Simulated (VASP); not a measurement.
Set up this calculation in VASP 6.6.1, as the native input.

* Task: single point
* Functional: PBEsol
* Potentials or basis: VASP PAW PBE potentials, release 64 (Rb_sv, Cl)
* Cutoff: 500 eV
* k mesh: 6 × 6 × 6
* Occupations: fermi-dirac, width 0.05 eV
* Spin: no spin polarisation
* Dipole correction: no
* Further INCAR settings: ALGO = Normal; EDIFF = 1e-06; NBANDS = 15

The structure of RbCl lies in POSCAR:

```
RbCl
1.0
    0.0000000000      3.2740000000      3.2740000000
    3.2740000000      0.0000000000      3.2740000000
    3.2740000000      3.2740000000      0.0000000000
Rb Cl
1 1
Direct
    0.0000000000      0.0000000000      0.0000000000
    0.5000000000      0.5000000000      0.5000000000
```

One way to write it, as run:

INCAR

```
PREC     = Accurate       # precision mode
ENCUT    = 500            # plane-wave cutoff, eV
EDIFF    = 1E-6           # SCF threshold, eV
ISMEAR   = -1             # smearing method
SIGMA    = 0.05           # smearing width, eV
LREAL    = F              # projectors in reciprocal space
LASPH    = T              # aspherical terms in the spheres
NELM     = 120            # most SCF steps
ALGO     = Normal         # electronic algorithm
ISIF     = 2              # what is computed and relaxed
LWAVE    = F              # write WAVECAR
LCHARG   = T              # write CHGCAR
GGA      = PS             # functional
LELF     = T              # ELF
LVHAR    = T            
NBANDS   = 15             # bands
GGA_COMPAT= F
```

KPOINTS

```
regular mesh
0
Gamma
  6 6 6
```

Potentials or basis: VASP PAW PBE potentials, release 64 (Rb_sv, Cl).

Command:

```console
$ cat potpaw_PBE.64/Rb_sv/POTCAR potpaw_PBE.64/Cl/POTCAR > POTCAR
$ mpirun -np 1 vasp_std > vasp.out
```

Results of the run:

The pressure is 0.0 GPa and the band gap on the k mesh is 4.89 eV, direct.

Caveat: the PAW data sets were made with another functional, which shifts forces and pressure a little.

Run time: 24 s on 1 thread of Intel Xeon 8259CL, on a shared host, peak memory 0.2 GiB.
